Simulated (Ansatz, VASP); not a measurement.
**ZnSe: VASP beside Ansatz**

```
Zn Se
1.0
     0.00000    2.83242    2.83242
     2.83242    0.00000    2.83242
     2.83242    2.83242    0.00000
Zn Se
1 1
Direct
  0.00000 0.00000 0.00000
  0.25000 0.25000 0.25000
```

Alike in both runs: task single point; functional HSE06; k mesh 4 × 4 × 4; no spin polarisation.

```csv
,VASP,Ansatz
version,VASP 6.6.1,Ansatz 0.2.0
potentials or method,"VASP PAW PBE potentials, release 64 (Zn, Se)",plane waves
plane-wave cutoff (eV),520,420
occupations,"gaussian, width 0.01 eV",fixed
valence electrons in the cell,18,28
```

|  | VASP | Ansatz | Ansatz less VASP |
| --- | --- | --- | --- |
| gap on the k mesh at the Fermi level (eV) | 2.43 | 2.44 | +0.010 |
| pressure (GPa) | 1.5 | 1.6 | +0.01 |

VASP's potentials hold 18 valence electrons a cell and Ansatz's 28, so a difference there can come from the potentials and not from the codes. Ansatz's warnings: stress exchange threshold loose, stress scf threshold loose.

The k mesh is coarse, so the values compare programs but aren't converged.
